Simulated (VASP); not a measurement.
# PtCCl2O (P4_2/m) in VASP: single point with PBE

Aim: the single point of PtCCl2O with PBE.

Everything below comes from runs of VASP 6.6.1. Logs are shortened: lines on timing, memory, paths and dates and some standing lists are left out, and cuts for length are marked.

## 1. The cell of the first run

It takes space group P4_2/m (No. 84, tetragonal). The conventional cell has a = 11.183 Å, b = 11.183 Å, c = 3.525 Å, α = 90.00°, β = 90.00°, γ = 90.00°. Within 2.4 Å of Pt (site symmetry m) lie 1 C at 1.82 Å and 3 Cl at 2.28 to 2.38 Å. C (site symmetry m) has 1 O at 1.15 Å within 1.5 Å. Within 3.3 Å of Cl (site symmetry m) lie 2 Pt at 2.38 Å and 1 C at 3.16 Å and 2 Cl at 3.17 to 3.30 Å. Cl (site symmetry m) has 1 Pt at 2.28 Å and 1 C at 2.90 Å within 3.0 Å. O (site symmetry m) has 1 C at 1.15 Å within 1.5 Å.

## 2. Single point, PBE

INCAR reads:

```
SYSTEM = PtCCl2O
PREC = Accurate
ENCUT = 520
EDIFF = 1E-6
ISMEAR = -1
SIGMA = 0.05
LREAL = Auto
LASPH = .True.
NELM = 60
ALGO = Normal
ISIF = 2
LWAVE = .False.
LCHARG = .False.
GGA = PE
NBANDS = 84
```

KPOINTS reads:

```
Automatic mesh
0
Gamma
  3 3 9
  0 0 0
```

POSCAR reads:

```
PtCCl2O
1.0
   11.1830000000      0.0000000000      0.0000000000
    0.0000000000     11.1830000000      0.0000000000
    0.0000000000      0.0000000000      3.5250000000
Pt C Cl O
4 4 8 4
Direct
    0.3861287480      0.1098568463      0.0000000000
    0.8901431537      0.3861287480      0.5000000000
    0.6138712520      0.8901431537      0.0000000000
    0.1098568463      0.6138712520      0.5000000000
    0.2232867623      0.1175252528      0.0000000000
    0.8824747472      0.2232867623      0.5000000000
    0.7767132377      0.8824747472      0.0000000000
    0.1175252528      0.7767132377      0.5000000000
    0.5984665821      0.1022524729      0.0000000000
    0.8977475271      0.5984665821      0.5000000000
    0.4015334179      0.8977475271      0.0000000000
    0.1022524729      0.4015334179      0.5000000000
    0.3931127089      0.3137652964      0.0000000000
    0.6862347036      0.3931127089      0.5000000000
    0.6068872911      0.6862347036      0.0000000000
    0.3137652964      0.6068872911      0.5000000000
    0.1207453737      0.1242311509      0.0000000000
    0.8757688491      0.1207453737      0.5000000000
    0.8792546263      0.8757688491      0.0000000000
    0.1242311509      0.8792546263      0.5000000000
```

Potentials or basis: VASP PAW PBE potentials, release 64 (Pt, C, Cl, O).

Started as:

```console
$ cat potpaw_PBE.64/Pt/POTCAR potpaw_PBE.64/C/POTCAR potpaw_PBE.64/Cl/POTCAR potpaw_PBE.64/O/POTCAR > POTCAR
$ mpirun -np 1 vasp_std > vasp.out
```

OUTCAR:

```text
SYSTEM = PtCCl2O
   PREC = Accurate
   ENCUT = 520
   EDIFF = 1E-6
   ISMEAR = -1
   LREAL = Auto
   LASPH = .True.
   NELM = 60
   ISIF = 2
   GGA = PE

 ion  position               nearest neighbor table
   1  0.386  0.110  0.000-   5 1.82  13 2.28   9 2.38  11 2.38
   2  0.890  0.386  0.500-   6 1.82  14 2.28  10 2.38  12 2.38
   3  0.614  0.890  0.000-   7 1.82  15 2.28  11 2.38   9 2.38
   4  0.110  0.614  0.500-   8 1.82  16 2.28  12 2.38  10 2.38
   5  0.223  0.118  0.000-  17 1.15   1 1.82
   6  0.882  0.223  0.500-  18 1.15   2 1.82
   7  0.777  0.882  0.000-  19 1.15   3 1.82
   8  0.118  0.777  0.500-  20 1.15   4 1.82
   9  0.598  0.102  0.000-   1 2.38   3 2.38
  10  0.898  0.598  0.500-   2 2.38   4 2.38
  11  0.402  0.898  0.000-   3 2.38   1 2.38
  12  0.102  0.402  0.500-   4 2.38   2 2.38
  13  0.393  0.314  0.000-   1 2.28
  14  0.686  0.393  0.500-   2 2.28
  15  0.607  0.686  0.000-   3 2.28
  16  0.314  0.607  0.500-   4 2.28
  17  0.121  0.124  0.000-   5 1.15
  18  0.876  0.121  0.500-   6 1.15
  19  0.879  0.876  0.000-   7 1.15
  20  0.124  0.879  0.500-   8 1.15

  LATTYP: Found a simple tetragonal cell.
 ALAT       =    11.1830000000
 C/A-ratio  =     0.3152105875

  Lattice vectors:

 A1 = (  11.1830000000,   0.0000000000,   0.0000000000)
 A2 = (   0.0000000000,  11.1830000000,   0.0000000000)
 A3 = (   0.0000000000,   0.0000000000,   3.5250000000)

Analysis of symmetry for initial positions (statically):
=====================================================================
 Subroutine PRICEL returns:
 Original cell was already a primitive cell.

 Routine SETGRP: Setting up the symmetry group for a
 simple tetragonal supercell.

 Subroutine GETGRP returns: Found  8 space group operations
 (whereof  4 operations were pure point group operations)
 out of a pool of 16 trial point group operations.

The static configuration has the point symmetry C_2h.
 The point group associated with its full space group is C_4h.

Analysis of symmetry for dynamics (positions and initial velocities):
=====================================================================
 Subroutine PRICEL returns:
 Original cell was already a primitive cell.

 Routine SETGRP: Setting up the symmetry group for a
 simple tetragonal supercell.

 Subroutine GETGRP returns: Found  8 space group operations
 (whereof  4 operations were pure point group operations)
 out of a pool of 16 trial point group operations.

The dynamic configuration has the point symmetry C_2h.
 The point group associated with its full space group is C_4h.

 Subroutine INISYM returns: Found  8 space group operations
 (whereof  4 operations are pure point group operations),
 and found     1 'primitive' translations

----------------------------------------------------------------------------------------

                                     Primitive cell

  volume of cell :     440.8347

  direct lattice vectors                    reciprocal lattice vectors
    11.183000000  0.000000000  0.000000000     0.089421443  0.000000000  0.000000000
     0.000000000 11.183000000  0.000000000     0.000000000  0.089421443  0.000000000
     0.000000000  0.000000000  3.525000000     0.000000000  0.000000000  0.283687943

  length of vectors
    11.183000000 11.183000000  3.525000000     0.089421443  0.089421443  0.283687943

  position of ions in fractional coordinates (direct lattice)
     0.386128748  0.109856846  0.000000000
     0.890143154  0.386128748  0.500000000
     0.613871252  0.890143154  0.000000000
     0.109856846  0.613871252  0.500000000
     0.223286762  0.117525253  0.000000000
     0.882474747  0.223286762  0.500000000
[... 12 lines left out ...]
     0.879254626  0.875768849  0.000000000
     0.124231151  0.879254626  0.500000000

  ion indices of the primitive-cell ions
   primitive index   ion index
                 1           1
                 2           2
                 3           3
                 4           4
                 5           5
                 6           6
[... 12 lines left out ...]
                19          19
                20          20

----------------------------------------------------------------------------------------

 KPOINTS: Automatic mesh

Automatic generation of k-mesh.
 Grid dimensions read from file:
 generate k-points for:    3    3    9

 Generating k-lattice:

  Cartesian coordinates                     Fractional coordinates (reciprocal lattice)
     0.029807148  0.000000000  0.000000000     0.333333333  0.000000000  0.000000000
     0.000000000  0.029807148  0.000000000     0.000000000  0.333333333  0.000000000
     0.000000000  0.000000000  0.031520883     0.000000000  0.000000000  0.111111111

  Length of vectors
     0.029807148  0.029807148  0.031520883

  Shift w.r.t. Gamma in fractional coordinates (k-lattice)
     0.000000000  0.000000000  0.000000000

 Subroutine IBZKPT returns following result:
 ===========================================

 Found     15 irreducible k-points:

 Following reciprocal coordinates:
            Coordinates               Weight
  0.000000  0.000000  0.000000      1.000000
  0.333333  0.000000  0.000000      4.000000
  0.333333  0.333333  0.000000      4.000000
  0.000000  0.000000  0.111111      2.000000
  0.333333  0.000000  0.111111      8.000000
  0.333333  0.333333  0.111111      8.000000
  0.000000  0.000000  0.222222      2.000000
  0.333333  0.000000  0.222222      8.000000
  0.333333  0.333333  0.222222      8.000000
  0.000000  0.000000  0.333333      2.000000
  0.333333  0.000000  0.333333      8.000000
  0.333333  0.333333  0.333333      8.000000
  0.000000  0.000000  0.444444      2.000000
  0.333333  0.000000  0.444444      8.000000
  0.333333  0.333333  0.444444      8.000000
   k-points           NKPTS =     15   k-points in BZ     NKDIM =     15   number of bands    NBANDS=     84
   number of dos      NEDOS =    301   number of ions     NIONS =     20
   total plane-waves  NPLWV = 197568
   dimension x,y,z NGX =    84 NGY =   84 NGZ =   28
   dimension x,y,z NGXF=   168 NGYF=  168 NGZF=   56
   ions per type =               4   4   8   4
   NGX,Y,Z   is equivalent  to a cutoff of  12.49, 12.49, 13.21 a.u.
   NGXF,Y,Z  is equivalent  to a cutoff of  24.97, 24.97, 26.41 a.u.
 SYSTEM =  PtCCl2O
   PREC   = accura    normal or accurate (medium, high low for compatibility)
   ISTART =      0    job   : 0-new  1-cont  2-samecut
   ICHARG =      2    charge: 1-file 2-atom 10-const
   ISPIN  =      1    spin polarized calculation?
   LNONCOLLINEAR =      F non collinear calculations
   LSORBIT =      F    spin-orbit coupling
   LASPH  =      T    aspherical Exc in radial PAW
   ENCUT  =  520.0 eV  38.22 Ry    6.18 a.u.  20.79 20.79  6.55*2*pi/ulx,y,z
   NELM   =     60;   NELMIN=  2; NELMDL= -5     # of ELM steps
   EDIFF  = 0.1E-05   stopping-criterion for ELM
   LREAL  =      T    real-space projection
   EDIFFG = 0.1E-04   stopping-criterion for IOM
   NSW    =      0    number of steps for IOM
   IBRION =     -1    ionic relax: 0-MD 1-quasi-New 2-CG
   NFREE  =      0    steps in history (QN), initial steepest desc. (CG)
   ISIF   =      2    stress and relaxation
   ISYM   =      2    0-nonsym 1-usesym 2-fastsym
   POTIM  = 0.5000    time-step for ionic-motion
   TEBEG  =    0.0;   TEEND  =   0.0 temperature during run
   PSTRESS=    0.0 pullay stress
   NELECT =     136.0000    total number of electrons
   NUPDOWN=      -1.0000    fix difference up-down
   EMIN   =  10.00;   EMAX   =-10.00  energy-range for DOS
   EFERMI =   0.00;   METHOD = LEGACY
   ISMEAR =    -1;   SIGMA  =   0.05  broadening in eV -4-tet -1-fermi 0-gaus
   EFERMI_NEDOS =   21; number of points for ismear=-14 and -15
   IALGO  =     38    algorithm
   IMIX   =      4    mixing-type and parameters
     AMIX     =   0.40;   BMIX     =  1.00
     AMIX_MAG =   1.60;   BMIX_MAG =  1.00
  volume/ion in A,a.u.               =      22.04       148.74
  Fermi-wavevector in a.u.,A,eV,Ry     =   1.106189  2.090393 16.648815  1.223653
  Thomas-Fermi vector in A             =   2.242686
   LORBIT       =      0    0 simple, 1 ext, 2 COOP (PROOUT), +10 PAW based schemes
   GGA     = PE    functional components
   LHFCALC =     F    Hartree Fock is set to
   AEXX    =    0.0000 exact exchange contribution
   IVDW    =     0    specifies the selected vdW correction
   LEPSILON=     F    determine dielectric tensor
   LRPA    =     F    only Hartree local field effects (RPA)
 non-spin polarized calculation
  energy-cutoff  :      520.00
  volume of cell :      440.83
 maximum number of plane-waves:     11920
 NGX is ok and might be reduce to    84
   NGX = 41   NGY = 41   NGZ = 13

 number of electron     136.0000000 magnetization

 Free energy of the ion-electron system (eV)
  ---------------------------------------------------
  ext. energy  EPLUGINS =         0.00000000
  ---------------------------------------------------
  free energy    TOTEN  =      -106.72328648 eV

  energy without entropy =     -106.72328509  energy(sigma->0) =     -106.72328579

 E-fermi :   2.0214     XC(G=0):  -8.3490

 val. band max:        1.3809712794   @ k =   0.0000   0.0000   0.0000
 cond. band min:       2.6904071543   @ k =   0.3333   0.3333   0.0000
 fundamental gap:      1.3094358749
 Fermi energy:         2.0213504289

 k-point     1 :       0.0000    0.0000    0.0000
  band No.  band energies     occupation
      1     -22.9421      2.00000
      2     -22.9005      2.00000
      3     -22.9005      2.00000
      4     -22.8630      2.00000
      5     -14.7707      2.00000
      6     -14.7546      2.00000
[... 72 lines left out ...]
     79       4.7033      0.00000
     80       4.7578      0.00000

 k-point     2 :       0.3333    0.0000    0.0000
  band No.  band energies     occupation
      1     -22.9421      2.00000
      2     -22.9006      2.00000
      3     -22.9005      2.00000
      4     -22.8630      2.00000
      5     -14.7666      2.00000
      6     -14.7586      2.00000
[... 72 lines left out ...]
     79       4.7300      0.00000
     80       4.7518      0.00000
[... 994 lines left out ...]
     79       4.5128      0.00000
     80       4.5350      0.00000

 k-point    15 :       0.3333    0.3333    0.4444
  band No.  band energies     occupation
      1     -22.8742      2.00000
      2     -22.8654      2.00000
      3     -22.8653      2.00000
      4     -22.8603      2.00000
      5     -14.5534      2.00000
      6     -14.5527      2.00000
[... 72 lines left out ...]
     79       4.5004      0.00000
     80       4.5145      0.00000
 [bands above 80 left out]

------------------------ aborting loop because EDIFF is reached ----------------------------------------

  FORCE on cell =-STRESS in cart. coord.  units (eV):
  Direction    XX          YY          ZZ          XY          YZ          ZX
  --------------------------------------------------------------------------------------
  -------------------------------------------------------------------------------------
  Total        3.5867285      3.5867285      6.6841525      0.0000378      0.0000000      0.0000000
  in kB       13.0356688     13.0356688     24.2930006      0.0001374      0.0000000      0.0000000
  external PRESSURE =      16.7881127 kB  Pullay stress =       0.0000000 kB

 VOLUME and BASIS-vectors are now :
 -----------------------------------------------------------------------------
  energy-cutoff  :      520.00
  volume of cell :      440.83
      direct lattice vectors                 reciprocal lattice vectors
    11.183000000  0.000000000  0.000000000     0.089421443  0.000000000  0.000000000
     0.000000000 11.183000000  0.000000000     0.000000000  0.089421443  0.000000000
     0.000000000  0.000000000  3.525000000     0.000000000  0.000000000  0.283687943

 POSITION                                       TOTAL-FORCE (eV/Angst)
 -----------------------------------------------------------------------------------
      4.31808      1.22853      0.00000         0.101728     -0.003657      0.000000
      9.95447      4.31808      1.76250         0.003657      0.101728     -0.000000
      6.86492      9.95447      0.00000        -0.101728      0.003657      0.000000
      1.22853      6.86492      1.76250        -0.003657     -0.101728      0.000000
      2.49702      1.31428      0.00000         0.787613     -0.064946      0.000000
      9.86872      2.49702      1.76250         0.064946      0.787613      0.000000
[... 12 lines left out ...]
      9.83270      9.79372      0.00000         0.829466     -0.061776      0.000000
      1.38928      9.83270      1.76250         0.061776      0.829466      0.000000
 -----------------------------------------------------------------------------------
    total drift:                                0.000000     -0.000000      0.000000

  FREE ENERGIE OF THE ION-ELECTRON SYSTEM (eV)
  ---------------------------------------------------
  free  energy   TOTEN  =      -106.7232864827 eV

  energy  without entropy=     -106.7232850920  energy(sigma->0) =     -106.72328579
```

Wall time 40 min (1 thread of Intel Xeon 8259CL, shared host); peak memory 0.65 GiB.

What came out:

```yaml
Free_energy: -106.7233 eV
Pressure: 1.7 GPa
Largest_force: 0.832 eV/Å
Band_gap_on_the_k_mesh: 1.31 eV (least direct gap 1.32 eV)
```

Forces in eV/Å, atoms in the order of the input:
```
Pt   0.102 -0.004  0.000
Pt   0.004  0.102  0.000
Pt  -0.102  0.004  0.000
Pt  -0.004 -0.102  0.000
C    0.788 -0.065  0.000
C    0.065  0.788  0.000
C   -0.788  0.065  0.000
C   -0.065 -0.788  0.000
Cl  -0.042 -0.019  0.000
Cl   0.019 -0.042  0.000
Cl   0.042  0.019  0.000
Cl  -0.019  0.042  0.000
Cl  -0.004 -0.049  0.000
Cl   0.049 -0.004  0.000
Cl   0.004  0.049  0.000
Cl  -0.049  0.004  0.000
O   -0.829  0.062  0.000
O   -0.062 -0.829  0.000
O    0.829 -0.062  0.000
O    0.062  0.829  0.000
```

Levels at points of the mesh, in eV from the valence-band top:
```
           k point  band 64  band 65  band 66  band 67  band 68  band 69  band 70  band 71  band 72  band 73
(0.00, 0.00, 0.00)    -0.82    -0.13    -0.13    -0.11     0.00     1.35     1.35     1.67     2.01     2.67
```

Caveat: spin-orbit coupling is left out, which moves the levels of the heavy elements.
